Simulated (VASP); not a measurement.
Wanted: the native input for a VASP 6.6.1 run.

* Task: single point
* Functional: PBE
* Potentials or basis: VASP PAW PBE potentials, release 64 (Si, O)
* Cutoff: 520 eV
* k mesh: 6 × 6 × 8
* Occupations: gaussian, width 0.05 eV
* Spin: no spin polarisation
* Dipole correction: no
* Further INCAR settings: ALGO = Normal; EDIFF = 1e-06; NBANDS = 25

The structure of SiO2 lies in POSCAR:

```
SiO2
1.0
    4.2358788266      0.0000000000      0.0000000000
    0.0000000000      4.1371828499      0.0000000000
    0.0000000000      0.0000000000      2.6897743046
Si O
2 4
Direct
    0.5000000000      0.5000000000      0.5000000000
    0.0000000000      0.0000000000      0.0000000000
    0.6836979468      0.7023276386      0.0000000000
    0.1836979468      0.7976723614      0.5000000000
    0.3163020532      0.2976723614      0.0000000000
    0.8163020532      0.2023276386      0.5000000000
```

This cell differs from its parent crystal: atoms displaced along a vibrational mode, the cell strained.

The input as run:

INCAR

```
SYSTEM = SiO2
PREC = Accurate ; ENCUT = 520
EDIFF = 1E-6 ; ISMEAR = 0
SIGMA = 0.05 ; LREAL = .FALSE.
LASPH = .TRUE. ; NELM = 60
ALGO = Normal ; ISIF = 2
LWAVE = .FALSE. ; LCHARG = .FALSE.
GGA = PE ; NBANDS = 25
```

KPOINTS

```
Automatic mesh
0
G
  6 6 8
  0 0 0
```

Potentials or basis: VASP PAW PBE potentials, release 64 (Si, O).

The run is started by

```sh
$ cat potpaw_PBE.64/Si/POTCAR potpaw_PBE.64/O/POTCAR > POTCAR
$ mpirun -np 1 vasp_std > vasp.out
```

Results of the run:

| Property | Result |
| --- | --- |
| Pressure | 6.8 GPa |
| Largest force | 0.283 eV/Å |
| Band gap on the k mesh | 5.44 eV |

Caveat: the cell differs from its parent crystal (atoms displaced along a vibrational mode, the cell strained); the cell stands under pressure.

Run time: 25 s on 1 thread of Intel(R) Xeon(R) Platinum 8559C (Emerald Rapids), on a shared host, peak memory 0.19 GiB.
